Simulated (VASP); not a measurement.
# AlN (P6_3/mmc) in VASP: further runs

The runs below take AlN through single point, with PBEsol.

Everything below comes from runs of VASP 6.6.1. Logs are shortened: lines on timing, memory, paths and dates and some standing lists are left out, and cuts for length are marked.

### Step 1. The cell of the first run

Symmetry: P6_3/mmc, No. 194, hexagonal system. The conventional cell has a = 3.321 Å, b = 3.321 Å, c = 4.306 Å, α = 90.00°, β = 90.00°, γ = 120.00°. Al (site symmetry -6m2) has 5 N at 1.92 to 2.15 Å within 2.5 Å. N (site symmetry -6m2) has 5 Al at 1.92 to 2.15 Å within 2.5 Å.

### Step 2. Single point, PBEsol

Input file INCAR:

```
  PREC = Accurate
  ENCUT = 520
  EDIFF = 1E-6
  ISMEAR = 0
  SIGMA = 0.05
  LREAL = F
  LASPH = T
  NELM = 60
  ALGO = Normal
  ISIF = 2
  LWAVE = F
  LCHARG = F
  GGA = PS
  NBANDS = 16
```

Input file KPOINTS:

```
Automatic mesh
0
Gamma
  9 9 6
```

Input file POSCAR:

```
AlN
1.0
    3.3212000000      0.0000000000      0.0000000000
   -1.6606000000      2.8762435710      0.0000000000
    0.0000000000      0.0000000000      4.3056000000
Al N
2 2
Direct
    0.3333333333      0.6666666667      0.7500000000
    0.6666666667      0.3333333333      0.2500000000
    0.3333333333      0.6666666667      0.2500000000
    0.6666666667      0.3333333333      0.7500000000
```

Potentials or basis: VASP PAW PBE potentials, release 64 (Al, N).

On the command line:

```console
cat potpaw_PBE.64/Al/POTCAR potpaw_PBE.64/N/POTCAR > POTCAR
mpirun -np 1 vasp_std > vasp.out
```

OUTCAR:

```text
PREC = Accurate
   ENCUT = 520
   EDIFF = 1E-6
   ISMEAR = 0
   LREAL = F
   LASPH = T
   NELM = 60
   ISIF = 2
   GGA = PS

 ion  position               nearest neighbor table
   1  0.333  0.667  0.750-   4 1.92   4 1.92   4 1.92   3 2.15   3 2.15   2 2.88   2 2.88   2 2.88
                             2 2.88   2 2.88   2 2.88
   2  0.667  0.333  0.250-   3 1.92   3 1.92   3 1.92   4 2.15   4 2.15   1 2.88   1 2.88   1 2.88
                             1 2.88   1 2.88   1 2.88
   3  0.333  0.667  0.250-   2 1.92   2 1.92   2 1.92   1 2.15   1 2.15
   4  0.667  0.333  0.750-   1 1.92   1 1.92   1 1.92   2 2.15   2 2.15

  LATTYP: Found a hexagonal cell.
 ALAT       =     3.3212000000
 C/A-ratio  =     1.2963988920

  Lattice vectors:

 A1 = (   3.3212000000,   0.0000000000,   0.0000000000)
 A2 = (  -1.6606000000,   2.8762435710,   0.0000000000)
 A3 = (   0.0000000000,   0.0000000000,   4.3056000000)

Analysis of symmetry for initial positions (statically):
=====================================================================
 Subroutine PRICEL returns:
 Original cell was already a primitive cell.

 Routine SETGRP: Setting up the symmetry group for a
 hexagonal supercell.

 Subroutine GETGRP returns: Found 24 space group operations
 (whereof 12 operations were pure point group operations)
 out of a pool of 24 trial point group operations.

The static configuration has the point symmetry D_3d.
 The point group associated with its full space group is D_6h.

Analysis of symmetry for dynamics (positions and initial velocities):
=====================================================================
 Subroutine PRICEL returns:
 Original cell was already a primitive cell.

 Routine SETGRP: Setting up the symmetry group for a
 hexagonal supercell.

 Subroutine GETGRP returns: Found 24 space group operations
 (whereof 12 operations were pure point group operations)
 out of a pool of 24 trial point group operations.

The dynamic configuration has the point symmetry D_3d.
 The point group associated with its full space group is D_6h.

 Subroutine INISYM returns: Found 24 space group operations
 (whereof 12 operations are pure point group operations),
 and found     1 'primitive' translations

----------------------------------------------------------------------------------------

                                     Primitive cell

  volume of cell :      41.1296

  direct lattice vectors                    reciprocal lattice vectors
     3.321200000  0.000000000  0.000000000     0.301095989  0.173837851  0.000000000
    -1.660600000  2.876243571  0.000000000     0.000000000  0.347675701  0.000000000
     0.000000000  0.000000000  4.305600000     0.000000000  0.000000000  0.232255667

  length of vectors
     3.321200000  3.321200000  4.305600000     0.347675701  0.347675701  0.232255667

  position of ions in fractional coordinates (direct lattice)
     0.333333333  0.666666667  0.750000000
     0.666666667  0.333333333  0.250000000
     0.333333333  0.666666667  0.250000000
     0.666666667  0.333333333  0.750000000

  ion indices of the primitive-cell ions
   primitive index   ion index
                 1           1
                 2           2
                 3           3
                 4           4

----------------------------------------------------------------------------------------

 KPOINTS: Automatic mesh

Automatic generation of k-mesh.
 Grid dimensions read from file:
 generate k-points for:    9    9    6

 Generating k-lattice:

  Cartesian coordinates                     Fractional coordinates (reciprocal lattice)
     0.033455110  0.019315317  0.000000000     0.111111111  0.000000000  0.000000000
     0.000000000  0.038630633  0.000000000     0.000000000  0.111111111  0.000000000
     0.000000000  0.000000000  0.038709278     0.000000000  0.000000000  0.166666667

  Length of vectors
     0.038630633  0.038630633  0.038709278

  Shift w.r.t. Gamma in fractional coordinates (k-lattice)
     0.000000000  0.000000000  0.000000000

 Subroutine IBZKPT returns following result:
 ===========================================

 Found     48 irreducible k-points:

 Following reciprocal coordinates:
            Coordinates               Weight
  0.000000  0.000000  0.000000      1.000000
  0.111111 -0.000000  0.000000      6.000000
  0.222222 -0.000000  0.000000      6.000000
  0.333333  0.000000  0.000000      6.000000
  0.444444 -0.000000  0.000000      6.000000
  0.111111  0.111111  0.000000      6.000000
[... 16 lines left out ...]
  0.333333  0.222222  0.166667     24.000000
  0.333333  0.333333  0.166667      4.000000
 [... further k-points ...]
   k-points           NKPTS =     48   k-points in BZ     NKDIM =     48   number of bands    NBANDS=     16
   number of dos      NEDOS =    301   number of ions     NIONS =      4
   total plane-waves  NPLWV =  25088
   dimension x,y,z NGX =    28 NGY =   28 NGZ =   32
   dimension x,y,z NGXF=    56 NGYF=   56 NGZF=   64
   ions per type =               2   2
   NGX,Y,Z   is equivalent  to a cutoff of  14.02, 14.02, 12.36 a.u.
   NGXF,Y,Z  is equivalent  to a cutoff of  28.03, 28.03, 24.71 a.u.
 SYSTEM =  unknown system
   PREC   = accura    normal or accurate (medium, high low for compatibility)
   ISTART =      0    job   : 0-new  1-cont  2-samecut
   ICHARG =      2    charge: 1-file 2-atom 10-const
   ISPIN  =      1    spin polarized calculation?
   LNONCOLLINEAR =      F non collinear calculations
   LSORBIT =      F    spin-orbit coupling
   LASPH  =      T    aspherical Exc in radial PAW
   ENCUT  =  520.0 eV  38.22 Ry    6.18 a.u.   6.18  6.18  8.01*2*pi/ulx,y,z
   NELM   =     60;   NELMIN=  2; NELMDL= -5     # of ELM steps
   EDIFF  = 0.1E-05   stopping-criterion for ELM
   LREAL  =      F    real-space projection
   EDIFFG = 0.1E-04   stopping-criterion for IOM
   NSW    =      0    number of steps for IOM
   IBRION =     -1    ionic relax: 0-MD 1-quasi-New 2-CG
   NFREE  =      0    steps in history (QN), initial steepest desc. (CG)
   ISIF   =      2    stress and relaxation
   ISYM   =      2    0-nonsym 1-usesym 2-fastsym
   POTIM  = 0.5000    time-step for ionic-motion
   TEBEG  =    0.0;   TEEND  =   0.0 temperature during run
   PSTRESS=    0.0 pullay stress
   NELECT =      16.0000    total number of electrons
   NUPDOWN=      -1.0000    fix difference up-down
   EMIN   =  10.00;   EMAX   =-10.00  energy-range for DOS
   EFERMI =   0.00;   METHOD = LEGACY
   ISMEAR =     0;   SIGMA  =   0.05  broadening in eV -4-tet -1-fermi 0-gaus
   EFERMI_NEDOS =   21; number of points for ismear=-14 and -15
   IALGO  =     38    algorithm
   IMIX   =      4    mixing-type and parameters
     AMIX     =   0.40;   BMIX     =  1.00
     AMIX_MAG =   1.60;   BMIX_MAG =  1.00
  volume/ion in A,a.u.               =      10.28        69.39
  Fermi-wavevector in a.u.,A,eV,Ry     =   1.195079  2.258372 19.432036  1.428214
  Thomas-Fermi vector in A             =   2.331054
   LORBIT       =      0    0 simple, 1 ext, 2 COOP (PROOUT), +10 PAW based schemes
   GGA     = PS    functional components
   LHFCALC =     F    Hartree Fock is set to
   AEXX    =    0.0000 exact exchange contribution
   IVDW    =     0    specifies the selected vdW correction
   LEPSILON=     F    determine dielectric tensor
   LRPA    =     F    only Hartree local field effects (RPA)
 non-spin polarized calculation
 Gauss-broadening in eV      SIGMA  =   0.05
  energy-cutoff  :      520.00
  volume of cell :       41.13
 maximum number of plane-waves:      1134
 NGX is ok and might be reduce to    28
   NGX = 13   NGY = 13   NGZ = 17

 number of electron      16.0000000 magnetization

 Free energy of the ion-electron system (eV)
  ---------------------------------------------------
  ext. energy  EPLUGINS =         0.00000000
  ---------------------------------------------------
  free energy    TOTEN  =       -30.87617255 eV

  energy without entropy =      -30.87617255  energy(sigma->0) =      -30.87617255

 E-fermi :   7.8418     XC(G=0): -11.2086

 val. band max:        7.5841432094   @ k =   0.0000   0.0000   0.0000
 cond. band min:      10.4546209063   @ k =   0.0000   0.0000   0.0000
 fundamental gap:      2.8704776969
 Fermi energy:         7.8417561867

 k-point     1 :       0.0000    0.0000    0.0000
  band No.  band energies     occupation
      1      -9.0046      2.00000
      2      -5.6278      2.00000
      3       0.7351      2.00000
      4       4.3790      2.00000
      5       4.3790      2.00000
      6       5.8897      2.00000
[... 8 lines left out ...]
     15      18.7222      0.00000
     16      19.3379      0.00000

 k-point     2 :       0.1111   -0.0000    0.0000
  band No.  band energies     occupation
      1      -8.8657      2.00000
      2      -5.6124      2.00000
      3       0.8883      2.00000
      4       3.8537      2.00000
      5       4.1843      2.00000
      6       5.3698      2.00000
[... 8 lines left out ...]
     15      18.7242      0.00000
     16      18.7402      0.00000

 k-point     3 :       0.2222   -0.0000    0.0000
  band No.  band energies     occupation
      1      -8.4679      2.00000
      2      -5.6109      2.00000
      3       1.3350      2.00000
      4       2.7291      2.00000
      5       3.7858      2.00000
      6       4.4263      2.00000
[... 8 lines left out ...]
     15      17.7639      0.00000
     16      19.3460      0.00000
[... 362 lines left out ...]
 k-point    23 :       0.3333    0.2222    0.1667
  band No.  band energies     occupation
      1      -6.9123      2.00000
      2      -6.1676      2.00000
      3       1.0816      2.00000
      4       1.8371      2.00000
      5       2.5311      2.00000
      6       4.2863      2.00000
[... 8 lines left out ...]
     15      18.6895      0.00000
     16      20.2847      0.00000

 k-point    24 :       0.3333    0.3333    0.1667
  band No.  band energies     occupation
      1      -6.4844      2.00000
      2      -6.4844      2.00000
      3       1.1308      2.00000
      4       2.0099      2.00000
      5       2.0099      2.00000
      6       4.3761      2.00000
[... 8 lines left out ...]
     15      18.3553      0.00000
     16      20.0151      0.00000

 [... further k-points ...]

------------------------ aborting loop because EDIFF is reached ----------------------------------------

  FORCE on cell =-STRESS in cart. coord.  units (eV):
  Direction    XX          YY          ZZ          XY          YZ          ZX
  --------------------------------------------------------------------------------------
  -------------------------------------------------------------------------------------
  Total       -2.0421471     -2.0421471     -2.8183032      0.0000000     -0.0000000     -0.0000000
  in kB      -79.5505586    -79.5505586   -109.7852310      0.0000000     -0.0000000     -0.0000000
  external PRESSURE =     -89.6287827 kB  Pullay stress =       0.0000000 kB

 VOLUME and BASIS-vectors are now :
 -----------------------------------------------------------------------------
  energy-cutoff  :      520.00
  volume of cell :       41.13
      direct lattice vectors                 reciprocal lattice vectors
     3.321200000  0.000000000  0.000000000     0.301095989  0.173837851  0.000000000
    -1.660600000  2.876243571  0.000000000     0.000000000  0.347675701  0.000000000
     0.000000000  0.000000000  4.305600000     0.000000000  0.000000000  0.232255667

 POSITION                                       TOTAL-FORCE (eV/Angst)
 -----------------------------------------------------------------------------------
     -0.00000      1.91750      3.22920        -0.000000      0.000000      0.000000
      1.66060      0.95875      1.07640         0.000000     -0.000000      0.000000
     -0.00000      1.91750      1.07640         0.000000      0.000000      0.000000
      1.66060      0.95875      3.22920        -0.000000     -0.000000      0.000000
 -----------------------------------------------------------------------------------
    total drift:                               -0.000000     -0.000000     -0.000000

  FREE ENERGIE OF THE ION-ELECTRON SYSTEM (eV)
  ---------------------------------------------------
  free  energy   TOTEN  =       -30.8761725463 eV

  energy  without entropy=      -30.8761725463  energy(sigma->0) =      -30.87617255
```

Run time: 22 s. Hardware: 1 thread of Intel Xeon 6975P-C, shared host; peak memory 0.17 GiB.

What came out:

* Free energy: -30.8762 eV
* Pressure: -9.0 GPa
* Band gap on the k mesh: 2.87 eV, direct

Stress tensor (GPa, compression positive):
```
 -7.96   0.00   0.00
  0.00  -7.96   0.00
  0.00   0.00 -10.98
```

Caveat: the PAW data sets were made with another functional, which shifts forces and pressure a little.

### Step 3. Single point, PBEsol

This run uses another cell than the first one, of 10.08 Å³/atom, 0.981 times its volume.

Input file INCAR:

```
ALGO = Normal
EDIFF = 1E-6
ENCUT = 520
GGA = PS
ISIF = 2
ISMEAR = 0
LASPH = True
LCHARG = False
LREAL = False
LWAVE = False
NBANDS = 16
NELM = 80
PREC = Accurate
SIGMA = 0.05
```

Input file KPOINTS:

```
k-points
0
Gamma
  9 9 6
```

Edit POSCAR of step 2 so:

```diff
@@ -4,3 +4,3 @@
    -1.6606000000      2.8762435710      0.0000000000
-    0.0000000000      0.0000000000      4.3056000000
+    0.0000000000      0.0000000000      4.2228000000
 Al N
```

Potentials or basis: VASP PAW PBE potentials, release 64 (Al, N).

On the command line:

```console
cat potpaw_PBE.64/Al/POTCAR potpaw_PBE.64/N/POTCAR > POTCAR
mpirun -np 1 vasp_std > vasp.out
```

It took 25 s on 1 thread of Intel Xeon 6975P-C, shared host; peak memory 0.17 GiB.

Results (log left out):

```yaml
Free_energy: -30.9203 eV
Pressure: -6.1 GPa
Band_gap_on_the_k_mesh: 3.07 eV, direct
```

Stress tensor (GPa, compression positive):
```
-5.67  0.00  0.00
 0.00 -5.67  0.00
 0.00  0.00 -6.90
```

Levels at points of the mesh, in eV from the valence-band top:
```csv
k point,band 4,band 5,band 6,band 7,band 8,band 9,band 10,band 11,band 12,band 13
"(0.00, 0.00, 0.00)",-3.25,-3.25,-1.62,-1.62,0.00,3.07,4.23,8.07,8.07,11.01
"(0.00, 0.00, 0.50)",-3.74,-2.47,-2.47,-2.47,-2.47,5.47,5.47,8.27,8.27,8.27
```

Caveat: the PAW data sets were made with another functional, which shifts forces and pressure a little. A hybrid or GW would open this gap; PBEsol tends to underestimate it.

### Step 4. Single point, PBEsol

This run uses another cell than the first one, of 10.26 Å³/atom, 0.998 times its volume.

Input file INCAR:

```
PREC = Accurate
ENCUT = 520
EDIFF = 1E-6
ISMEAR = 0
SIGMA = 0.05
LREAL = False
LASPH = True
NELM = 80
ALGO = Normal
ISIF = 2
LWAVE = False
LCHARG = False
GGA = PS
NBANDS = 16
```

Input file KPOINTS:

```
Automatic mesh
0
Gamma
  9 9 6
```

Input file POSCAR:

```
AlN
1.0
    3.3014407767      0.0000000000      0.0000000000
   -1.6507203884      2.8591315817      0.0000000000
    0.0000000000      0.0000000000      4.3470000000
Al N
2 2
Direct
    0.3333333333      0.6666666667      0.7500000000
    0.6666666667      0.3333333333      0.2500000000
    0.3333333333      0.6666666667      0.2500000000
    0.6666666667      0.3333333333      0.7500000000
```

On the command line:

```console
cat potpaw_PBE.64/Al/POTCAR potpaw_PBE.64/N/POTCAR > POTCAR
mpirun -np 1 vasp_std > vasp.out
```

It took 26 s on 1 thread of Intel Xeon 6975P-C, shared host; peak memory 0.17 GiB.

It converged, with:

```
Free energy            : -30.8702 eV
Pressure               : -7.8 GPa
Band gap on the k mesh : 2.85 eV, direct
```

Stress tensor (GPa, compression positive):
```
 -6.03   0.00   0.00
  0.00  -6.03   0.00
  0.00   0.00 -11.37
```

Levels at points of the mesh, in eV from the valence-band top:
| k point | band 6 | band 7 | band 8 | band 9 | band 10 | band 11 |
| --- | --- | --- | --- | --- | --- | --- |
| (0.00, 0.00, 0.00) | -1.78 | -1.78 | 0.00 | 2.85 | 4.15 | 8.08 |
| (0.00, 0.00, 0.50) | -2.53 | -2.53 | -2.53 | 5.27 | 5.27 | 8.33 |

Caveat: the PAW data sets were made with another functional, which shifts forces and pressure a little. PBEsol gaps usually lie below the measured ones, often by a third to a half.

### Step 5. Single point, PBEsol

This run uses another cell than the first one, of 10.16 Å³/atom, 0.988 times its volume.

Input file INCAR:

```
ALGO = Normal ; EDIFF = 1E-7
ENCUT = 520 ; GGA = PS
ISIF = 2 ; ISMEAR = 0
LASPH = True ; LCHARG = False
LREAL = False ; LWAVE = False
NBANDS = 16 ; NELM = 100
PREC = Accurate ; SIGMA = 0.05
```

Input file KPOINTS:

```
k-points
0
Gamma
  9 9 6
```

Input file POSCAR:

```
AlN
1.0
    3.4005000000      0.0000000000      0.0000000000
   -1.7002500000      2.9449193856      0.0000000000
    0.0000000000      0.0000000000      4.0572000000
Al N
2 2
Direct
    0.3333333333      0.6666666667      0.7500000000
    0.6666666667      0.3333333333      0.2500000000
    0.3333333333      0.6666666667      0.2500000000
    0.6666666667      0.3333333333      0.7500000000
```

On the command line:

```console
cat potpaw_PBE.64/Al/POTCAR potpaw_PBE.64/N/POTCAR > POTCAR
mpirun -np 1 vasp_std > vasp.out
```

Wall time 24 s (1 thread of Intel Xeon 6975P-C, shared host); peak memory 0.17 GiB.

The run converged. Its results:

```
Free energy            : -30.8623 eV
Pressure               : -8.0 GPa
Band gap on the k mesh : 3.21 eV, direct
```

Stress tensor (GPa, compression positive):
```
-11.25   0.00   0.00
  0.00 -11.25   0.00
  0.00   0.00  -1.51
```

Levels at points of the mesh, in eV from the valence-band top:
| k point | band 4 | band 5 | band 6 | band 7 | band 8 | band 9 | band 10 | band 11 | band 12 | band 13 |
| --- | --- | --- | --- | --- | --- | --- | --- | --- | --- | --- |
| (0.00, 0.00, 0.00) | -3.15 | -3.15 | -1.21 | -1.21 | 0.00 | 3.21 | 4.24 | 7.99 | 7.99 | 11.29 |
| (0.00, 0.00, 0.50) | -3.53 | -2.22 | -2.22 | -2.22 | -2.22 | 5.66 | 5.66 | 8.09 | 8.09 | 8.09 |

Caveat: the PAW data sets were made with another functional, which shifts forces and pressure a little.

### Step 6. Single point, PBEsol

This run uses another cell than the first one, of 10.14 Å³/atom, 0.986 times its volume.

Input file INCAR:

```
  PREC = Accurate
  ENCUT = 520
  EDIFF = 1E-6
  ISMEAR = 0
  SIGMA = 0.05
  LREAL = F
  LASPH = T
  NELM = 60
  ALGO = Normal
  ISIF = 2
  LWAVE = F
  LCHARG = T
  GGA = PS
  LELF = T
  LVHAR = T
  NBANDS = 16
```

Input file KPOINTS:

```
regular mesh
0
Gamma
  9 9 6
```

Input file POSCAR:

```
AlN
1.0
    3.3807000000      0.0000000000      0.0000000000
   -1.6903500000      2.9277720826      0.0000000000
    0.0000000000      0.0000000000      4.0986000000
Al N
2 2
Direct
    0.3333333333      0.6666666667      0.7500000000
    0.6666666667      0.3333333333      0.2500000000
    0.3333333333      0.6666666667      0.2500000000
    0.6666666667      0.3333333333      0.7500000000
```

Potentials or basis: VASP PAW PBE potentials, release 64 (Al, N).

On the command line:

```console
cat potpaw_PBE.64/Al/POTCAR potpaw_PBE.64/N/POTCAR > POTCAR
mpirun -np 1 vasp_std > vasp.out
```

It took 23 s on 1 thread of Intel Xeon 6975P-C, shared host; peak memory 0.17 GiB.

It converged, with:

```yaml
Free_energy: -30.8877 eV
Pressure: -7.8 GPa
Band_gap_on_the_k_mesh: 3.17 eV, direct
```

Stress tensor (GPa, compression positive):
```
-10.14   0.00   0.00
  0.00 -10.14   0.00
  0.00   0.00  -3.25
```

Levels at points of the mesh, in eV from the valence-band top:
```csv
k point,band 6,band 7,band 8,band 9,band 10,band 11
"(0.00, 0.00, 0.00)",-1.32,-1.32,0.00,3.17,4.22,8.00
"(0.00, 0.00, 0.50)",-2.29,-2.29,-2.29,5.60,5.60,8.12
```

Caveat: the PAW data sets were made with another functional, which shifts forces and pressure a little.

### Step 7. The runs side by side

| cell | gap on the mesh (eV) | pressure (GPa) |
| --- | --- | --- |
| a = 3.321, b = 3.321, c = 4.306 Å, angles 90.0, 90.0, 120.0°, 4 atoms | 2.87 | -9.0 |
| a = 3.321, b = 3.321, c = 4.223 Å, angles 90.0, 90.0, 120.0°, 4 atoms | 3.07 | -6.1 |
| a = 3.301, b = 3.301, c = 4.347 Å, angles 90.0, 90.0, 120.0°, 4 atoms | 2.85 | -7.8 |
| a = 3.401, b = 3.401, c = 4.057 Å, angles 90.0, 90.0, 120.0°, 4 atoms | 3.21 | -8.0 |
| a = 3.381, b = 3.381, c = 4.099 Å, angles 90.0, 90.0, 120.0°, 4 atoms | 3.17 | -7.8 |

Alike in all rows: task single point; level PBEsol; potentials or basis VASP PAW PBE potentials, release 64 (Al, N); no spin polarisation; k mesh 9 × 9 × 6; cutoff (eV) 520; smearing gaussian 0.05 eV.

Caveats: the PAW data sets were made with another functional, which shifts forces and pressure a little.

Absolute energies hang on the potentials; compare differences alone.
